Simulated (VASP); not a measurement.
Set up this calculation in VASP 6.6.1, as the native input.

```
Task                               : single point
Functional                         : PBEsol-based global hybrid with 25 % exact exchange
Potentials or basis                : VASP PAW PBE potentials, release 64 (Ag, Rh_pv)
Cutoff                             : 520 eV
k mesh                             : 6 × 6 × 3
Occupations                        : fermi-dirac, width 0.05 eV
Spin                               : no spin polarisation
Dipole correction                  : no
Grid for exact exchange (PRECFOCK) : Normal
Share of exact exchange            : 0.25
Further INCAR settings             : ALGO = Normal; EDIFF = 1e-06; NBANDS = 20
```

The system is AgRh.

```
Ag Rh
1.0
     2.77759    0.00000    0.00000
    -1.38879    2.40546    0.00000
     0.00000    0.00000    4.80860
Ag Rh
1 1
Direct
  0.00000 0.00000 0.50000
  0.66667 0.33333 0.00000
```

One way to write it, as run:

POSCAR

```
AgRh
1.0
    2.7775881998      0.0000000000      0.0000000000
   -1.3887940999      2.4054619423      0.0000000000
    0.0000000000      0.0000000000      4.8086020000
Ag Rh
1 1
Direct
    0.0000000000      0.0000000000      0.5000000000
    0.6666666667      0.3333333333      0.0000000000
```

INCAR.step1

```
  ALGO = Normal
  EDIFF = 1E-5
  ENCUT = 520
  GGA = PE
  ISIF = 2
  ISMEAR = -1
  LASPH = T
  LREAL = F
  LWAVE = T
  NBANDS = 20
  NELM = 80
  PREC = Accurate
  SIGMA = 0.05
```

INCAR.step2

```
  AEXX = 0.25
  ALGO = Normal
  EDIFF = 1E-6
  ENCUT = 520
  GGA = PS
  ISIF = 2
  ISMEAR = -1
  ISTART = 1
  LASPH = T
  LCHARG = T
  LELF = T
  LHFCALC = T
  LREAL = F
  LVHAR = T
  LWAVE = F
  NBANDS = 20
  NELM = 80
  PREC = Accurate
  PRECFOCK = Normal
  SIGMA = 0.05
```

KPOINTS

```
k-points
0
Gamma
  6 6 3
```

Potentials or basis: VASP PAW PBE potentials, release 64 (Ag, Rh_pv).

The run is started by

```sh
$ cat potpaw_PBE.64/Ag/POTCAR potpaw_PBE.64/Rh_pv/POTCAR > POTCAR
$ cp INCAR.step1 INCAR
$ mpirun -np 1 vasp_std > vasp.out
$ cp INCAR.step2 INCAR
$ mpirun -np 1 vasp_std > vasp.out
```

It gave:

```yaml
Pressure: -12.6 GPa
Band_gap_on_the_k_mesh: zero (bands 13 and 14 overlap by 2.19 eV)
```

Caveat: the k points lie up to 0.44 Å⁻¹ apart, too coarse for converged energies and pressures of a metal; the PAW data sets were made with another functional, which shifts forces and pressure a little.

Wall time 18 min on 1 thread of Intel(R) Xeon(R) Platinum 8488C (Sapphire Rapids) (shared host), peak memory 0.16 GiB.
